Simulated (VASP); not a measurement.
# Ru4S in VASP: further runs, part 2 of 2

VASP 6.6.1.

## 3. Single point, PBE

INCAR reads:

```
PREC     = Accurate       # precision mode
ENCUT    = 520            # plane-wave cutoff, eV
EDIFF    = 1E-6           # SCF threshold, eV
ISMEAR   = 0              # smearing method
SIGMA    = 0.1            # smearing width, eV
LREAL    = False          # projectors in reciprocal space
LASPH    = True           # aspherical terms in the spheres
NELM     = 60             # most SCF steps
ALGO     = Normal         # electronic algorithm
ISIF     = 2              # what is computed and relaxed
LWAVE    = False          # write WAVECAR
LCHARG   = True           # write CHGCAR
LDIPOL   = True         
IDIPOL   = 3            
DIPOL    = 0.5 0.5 0.375
GGA      = PE             # functional
LELF     = True           # ELF
LVHAR    = True         
LVACPOTAV= True         
NBANDS   = 39             # bands
```

KPOINTS reads:

```
Automatic mesh
0
Gamma
  12 12 1
```

POSCAR reads:

```
Ru4S
1.0
    2.7197977462      0.0000000000      0.0000000000
   -1.3598988731      2.3554139414      0.0000000000
    0.0000000000      0.0000000000     21.8663388879
Ru S
4 1
Direct
    0.6666666667      0.3333333333      0.1829295714
    0.3333333333      0.6666666667      0.2811778374
    0.6666666667      0.3333333333      0.3790816285
    0.3333333333      0.6666666667      0.4740774823
    1.0000000000      1.0000000000      0.5563909165
```

Potentials or basis: VASP PAW PBE potentials, release 64 (Ru_pv, S).

On the command line:

```console
> cat potpaw_PBE.64/Ru_pv/POTCAR potpaw_PBE.64/S/POTCAR > POTCAR
> mpirun -np 1 vasp_std > vasp.out
```

OUTCAR:

```text
PREC = Accurate
   ENCUT = 520
   EDIFF = 1E-6
   ISMEAR = 0
   LREAL = False
   LASPH = True
   NELM = 60
   ISIF = 2
   GGA = PE

 ion  position               nearest neighbor table
   1  0.667  0.333  0.183-   2 2.66   2 2.66   2 2.66
   2  0.333  0.667  0.281-   3 2.65   3 2.65   3 2.65   1 2.66   1 2.66   1 2.66
   3  0.667  0.333  0.379-   4 2.60   4 2.60   4 2.60   2 2.65   2 2.65   2 2.65
   4  0.333  0.667  0.474-   5 2.39   5 2.39   5 2.39   3 2.60   3 2.60   3 2.60
   5  0.000  0.000  0.556-   4 2.39   4 2.39   4 2.39

  LATTYP: Found a hexagonal cell.
 ALAT       =     2.7197977462
 C/A-ratio  =     8.0396929950

  Lattice vectors:

 A1 = (   2.7197977462,   0.0000000000,   0.0000000000)
 A2 = (  -1.3598988731,   2.3554139414,   0.0000000000)
 A3 = (   0.0000000000,   0.0000000000,  21.8663388879)

Analysis of symmetry for initial positions (statically):
=====================================================================
 Subroutine PRICEL returns:
 Original cell was already a primitive cell.

 Routine SETGRP: Setting up the symmetry group for a
 hexagonal supercell.

 Subroutine GETGRP returns: Found  6 space group operations
 (whereof  6 operations were pure point group operations)
 out of a pool of 24 trial point group operations.

The static configuration has the point symmetry C_3v.

Analysis of symmetry for dynamics (positions and initial velocities):
=====================================================================
 Subroutine PRICEL returns:
 Original cell was already a primitive cell.

 Routine SETGRP: Setting up the symmetry group for a
 hexagonal supercell.

 Subroutine GETGRP returns: Found  6 space group operations
 (whereof  6 operations were pure point group operations)
 out of a pool of 24 trial point group operations.

The dynamic configuration has the point symmetry C_3v.

 Subroutine INISYM returns: Found  6 space group operations
 (whereof  6 operations are pure point group operations),
 and found     1 'primitive' translations

----------------------------------------------------------------------------------------

                                     Primitive cell

  volume of cell :     140.0812

  direct lattice vectors                    reciprocal lattice vectors
     2.719797746  0.000000000  0.000000000     0.367674398  0.212276913  0.000000000
    -1.359898873  2.355413941  0.000000000     0.000000000  0.424553826  0.000000000
     0.000000000  0.000000000 21.866338888     0.000000000  0.000000000  0.045732393

  length of vectors
     2.719797746  2.719797746 21.866338888     0.424553826  0.424553826  0.045732393

  position of ions in fractional coordinates (direct lattice)
     0.666666667  0.333333333  0.182929571
     0.333333333  0.666666667  0.281177837
     0.666666667  0.333333333  0.379081629
     0.333333333  0.666666667  0.474077482
     0.000000000  0.000000000  0.556390916

  ion indices of the primitive-cell ions
[... 30 lines left out ...]

 Found     19 irreducible k-points:

 Following reciprocal coordinates:
            Coordinates               Weight
  0.000000  0.000000  0.000000      1.000000
  0.083333  0.000000  0.000000      6.000000
  0.166667  0.000000  0.000000      6.000000
  0.250000 -0.000000  0.000000      6.000000
  0.333333  0.000000  0.000000      6.000000
  0.416667  0.000000  0.000000      6.000000
[... 11 lines left out ...]
  0.333333  0.250000  0.000000     12.000000
  0.333333  0.333333  0.000000      2.000000
   k-points           NKPTS =     19   k-points in BZ     NKDIM =     19   number of bands    NBANDS=     39
   number of dos      NEDOS =    301   number of ions     NIONS =      5
   total plane-waves  NPLWV =  67200
   dimension x,y,z NGX =    20 NGY =   20 NGZ =  168
   dimension x,y,z NGXF=    40 NGYF=   40 NGZF=  336
   ions per type =               4   1
   NGX,Y,Z   is equivalent  to a cutoff of  12.22, 12.22, 12.77 a.u.
   NGXF,Y,Z  is equivalent  to a cutoff of  24.45, 24.45, 25.55 a.u.
 SYSTEM =  unknown system
   PREC   = accura    normal or accurate (medium, high low for compatibility)
   ISTART =      0    job   : 0-new  1-cont  2-samecut
   ICHARG =      2    charge: 1-file 2-atom 10-const
   ISPIN  =      1    spin polarized calculation?
   LNONCOLLINEAR =      F non collinear calculations
   LSORBIT =      F    spin-orbit coupling
   LASPH  =      T    aspherical Exc in radial PAW
   ENCUT  =  520.0 eV  38.22 Ry    6.18 a.u.   5.06  5.06 40.66*2*pi/ulx,y,z
   NELM   =     60;   NELMIN=  2; NELMDL= -5     # of ELM steps
   EDIFF  = 0.1E-05   stopping-criterion for ELM
   LREAL  =      F    real-space projection
   EDIFFG = 0.1E-04   stopping-criterion for IOM
   NSW    =      0    number of steps for IOM
   IBRION =     -1    ionic relax: 0-MD 1-quasi-New 2-CG
   NFREE  =      0    steps in history (QN), initial steepest desc. (CG)
   ISIF   =      2    stress and relaxation
   ISYM   =      2    0-nonsym 1-usesym 2-fastsym
   POTIM  = 0.5000    time-step for ionic-motion
   TEBEG  =    0.0;   TEEND  =   0.0 temperature during run
   PSTRESS=    0.0 pullay stress
   NELECT =      62.0000    total number of electrons
   NUPDOWN=      -1.0000    fix difference up-down
   EMIN   =  10.00;   EMAX   =-10.00  energy-range for DOS
   EFERMI =   0.00;   METHOD = LEGACY
   ISMEAR =     0;   SIGMA  =   0.10  broadening in eV -4-tet -1-fermi 0-gaus
   EFERMI_NEDOS =   21; number of points for ismear=-14 and -15
   IALGO  =     38    algorithm
   IMIX   =      4    mixing-type and parameters
     AMIX     =   0.40;   BMIX     =  1.00
     AMIX_MAG =   1.60;   BMIX_MAG =  1.00
  volume/ion in A,a.u.               =      28.02       189.06
  Fermi-wavevector in a.u.,A,eV,Ry     =   1.247610  2.357641 21.177877  1.556530
  Thomas-Fermi vector in A             =   2.381734
   LORBIT       =      0    0 simple, 1 ext, 2 COOP (PROOUT), +10 PAW based schemes
   GGA     = PE    functional components
   LHFCALC =     F    Hartree Fock is set to
   AEXX    =    0.0000 exact exchange contribution
   IVDW    =     0    specifies the selected vdW correction
   LEPSILON=     F    determine dielectric tensor
   LRPA    =     F    only Hartree local field effects (RPA)
 non-spin polarized calculation
 Gauss-broadening in eV      SIGMA  =   0.10
  energy-cutoff  :      520.00
  volume of cell :      140.08
 maximum number of plane-waves:      3813
   NGX = 11   NGY = 11   NGZ = 81

 dipolmoment           0.000000      0.000000      0.174171 electrons x Angstroem

 number of electron      62.0000020 magnetization

 dipolmoment           0.000000      0.000000     -0.016460 electrons x Angstroem

 Free energy of the ion-electron system (eV)
  ---------------------------------------------------
  ext. energy  EPLUGINS =         0.00000000
  ---------------------------------------------------
  free energy    TOTEN  =       -39.52245854 eV

  energy without entropy =      -39.49894001  energy(sigma->0) =      -39.51069928

 E-fermi :   3.5083     XC(G=0):  -7.3453

 val. band max:        3.4727990761   @ k =   0.1667   0.0000   0.0000
 cond. band min:       3.5109807640   @ k =   0.0833   0.0833   0.0000
 fundamental gap:      0.0381816879
 Fermi energy:         3.5083131787

 k-point     1 :       0.0000    0.0000    0.0000
  band No.  band energies     occupation
      1     -40.1971      2.00000
      2     -39.8562      2.00000
      3     -39.3994      2.00000
      4     -39.3994      2.00000
      5     -39.3594      2.00000
      6     -39.2928      2.00000
[... 787 lines left out ...]
     38      10.4691      0.00000
     39      11.1611      0.00000

------------------------ aborting loop because EDIFF is reached ----------------------------------------

  FORCE on cell =-STRESS in cart. coord.  units (eV):
  Direction    XX          YY          ZZ          XY          YZ          ZX
  --------------------------------------------------------------------------------------
  -------------------------------------------------------------------------------------
  Total        2.7912149      2.7912149      1.3712611      0.0000000      0.0000000     -0.0000000
  in kB       31.9244876     31.9244876     15.6837824      0.0000000      0.0000000     -0.0000000
  external PRESSURE =      26.5109192 kB  Pullay stress =       0.0000000 kB

 VOLUME and BASIS-vectors are now :
 -----------------------------------------------------------------------------
  energy-cutoff  :      520.00
  volume of cell :      140.08
      direct lattice vectors                 reciprocal lattice vectors
     2.719797746  0.000000000  0.000000000     0.367674398  0.212276913  0.000000000
    -1.359898873  2.355413941  0.000000000     0.000000000  0.424553826  0.000000000
     0.000000000  0.000000000 21.866338888     0.000000000  0.000000000  0.045732393

 POSITION                                       TOTAL-FORCE (eV/Angst)
 -----------------------------------------------------------------------------------
      1.35990      0.78514      4.00000        -0.000000      0.000000      0.778682
     -0.00000      1.57028      6.14833         0.000000      0.000000     -0.832437
      1.35990      0.78514      8.28913         0.000000      0.000000     -1.406900
     -0.00000      1.57028     10.36634        -0.000000     -0.000000      1.487484
      0.00000      0.00000     12.16623         0.000000      0.000000     -0.026829
 -----------------------------------------------------------------------------------
    total drift:                               -0.000000     -0.000000      0.000884

  FREE ENERGIE OF THE ION-ELECTRON SYSTEM (eV)
  ---------------------------------------------------
  free  energy   TOTEN  =       -39.5224585399 eV

  energy  without entropy=      -39.4989400107  energy(sigma->0) =      -39.51069928

 vacuum level on the upper side and lower side of the slab         8.120         8.584
```

Wall time 3.2 min (1 thread of Oxide Virtual Turin-like, shared host); peak memory 0.25 GiB.

Results:

```yaml
Free_energy: -39.5225 eV
Largest_force: 1.487 eV/Å
Band_gap_on_the_k_mesh: zero (bands 31 and 32 overlap by 2.05 eV)
```

Forces on the atoms (eV/Å):
```
Ru   0.000  0.000  0.779
Ru   0.000  0.000 -0.832
Ru   0.000  0.000 -1.407
Ru   0.000  0.000  1.487
S    0.000  0.000 -0.027
```

The gap in the log of VASP goes by the Fermi energy; the results here count the filled bands.